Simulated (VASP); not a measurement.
HfC, 4 atoms in the cell. The structure is hexagonal, space group P6_3/mmc (No. 194). The conventional cell has a = 3.187 Å, b = 3.187 Å, c = 5.649 Å, α = 90.00°, β = 90.00°, γ = 120.00°. Within 3.2 Å of Hf (site symmetry -3m) lie 6 C at 2.32 Å and 8 Hf at 2.82 to 3.19 Å. Within 3.2 Å of C (site symmetry -6m2) lie 6 Hf at 2.32 Å and 6 C at 3.19 Å. 

```yaml
Program: VASP 6.6.1
Task: relaxation of shape and atoms at fixed volume
Functional: PBEsol
Potentials_or_basis: VASP PAW PBE potentials, release 64 (Hf_pv, C)
Cutoff: 600 eV
k_mesh: 10 × 10 × 6
Occupations: gaussian, width 0.05 eV
Spin: no spin polarisation
Dipole_correction: no
Further_INCAR_settings: ALGO = Normal; EDIFF = 1e-06; IBRION = 2; EDIFFG = -0.01; NSW = 60; ISIF = 4
```

Potentials or basis: VASP PAW PBE potentials, release 64 (Hf_pv, C).

Run with:

```console
$ cat potpaw_PBE.64/Hf_pv/POTCAR potpaw_PBE.64/C/POTCAR > POTCAR
$ mpirun -np 1 vasp_std > vasp.out
```

Hardware: 1 thread of Intel(R) Xeon(R) 6975P-C (Granite Rapids), on a shared host.

Task: Estimate the wall time of this run.

Result: Wall time 43 s on 1 thread of Intel(R) Xeon(R) 6975P-C (Granite Rapids), with other jobs on the host, peak memory 0.22 GiB. Counts: scf iterations 23, k points 56, ion steps 3.
